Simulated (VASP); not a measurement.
**Bi2Te3: single point with PBEsol**

System: Bi2Te3, a slab with vacuum.

```
Te Bi
1.0
     4.38231    0.00000    0.00000
    -2.19115   10.17693    0.00000
     0.00000    0.00000   25.50665
Te Bi
9 6
Direct
  0.68779 0.37552 0.28624
  0.83086 0.66172 0.38162
  0.51950 0.03895 0.40797
  0.21778 0.43556 0.43664
  0.35348 0.70690 0.52888
  0.05021 0.10048 0.55458
  0.73961 0.47921 0.58643
  0.87954 0.75915 0.67789
  0.57113 0.14226 0.70209
  0.41287 0.82572 0.33484
  0.12617 0.25229 0.34561
  0.92747 0.85487 0.47420
  0.64451 0.28905 0.50154
  0.45236 0.90478 0.62718
  0.14302 0.28610 0.64327
```

```json
{
  "Program": "VASP 6.6.1",
  "Task": "single point",
  "Functional": "PBEsol",
  "Potentials or basis": "VASP PAW PBE potentials, release 64 (Te, Bi_d)",
  "Cutoff": "520 eV",
  "k mesh": "8 × 4 × 1",
  "Occupations": "gaussian, width 0.05 eV",
  "Spin": "no spin polarisation"
}
```

```
Largest force          : 0.033 eV/Å
Band gap on the k mesh : 0.34 eV (least direct gap 0.44 eV)
```

Forces on the atoms (eV/Å):
```
Te  -0.004  0.004 -0.020
Te   0.000 -0.018 -0.005
Te  -0.001  0.002  0.007
Te  -0.001  0.033 -0.006
Te   0.002 -0.003  0.000
Te   0.004 -0.026 -0.009
Te  -0.004  0.008 -0.001
Te  -0.003 -0.006  0.015
Te  -0.005 -0.011  0.008
Bi   0.013  0.000 -0.018
Bi  -0.007 -0.022  0.012
Bi   0.014  0.018  0.006
Bi   0.000  0.000  0.012
Bi   0.005 -0.001 -0.012
Bi  -0.013  0.022  0.010
```

Levels at points of the mesh, in eV from the valence-band top:
```
           k point  band 69  band 70  band 71  band 72  band 73  band 74  band 75  band 76
(0.00, 0.00, 0.00)    -0.49    -0.31    -0.21    -0.11     0.34     0.66     0.87     1.18
(0.50, 0.00, 0.00)    -0.70    -0.60    -0.53    -0.31     0.96     1.11     1.22     1.49
(0.00, 0.50, 0.00)    -0.54    -0.48    -0.43    -0.07     0.56     0.71     0.97     1.41
(0.50, 0.50, 0.00)    -0.70    -0.60    -0.53    -0.31     0.96     1.11     1.22     1.49
```

Run time: 32 min on 4 MPI ranks on Intel(R) Xeon(R) Platinum 8259CL CPU @ 2.50GHz (Skylake/Cascade Lake), on a shared host, peak memory 1.7 GiB a rank.

Caveat: the PAW data sets were made with another functional, which shifts forces and pressure a little; spin-orbit coupling is left out, which moves the levels of the heavy elements.
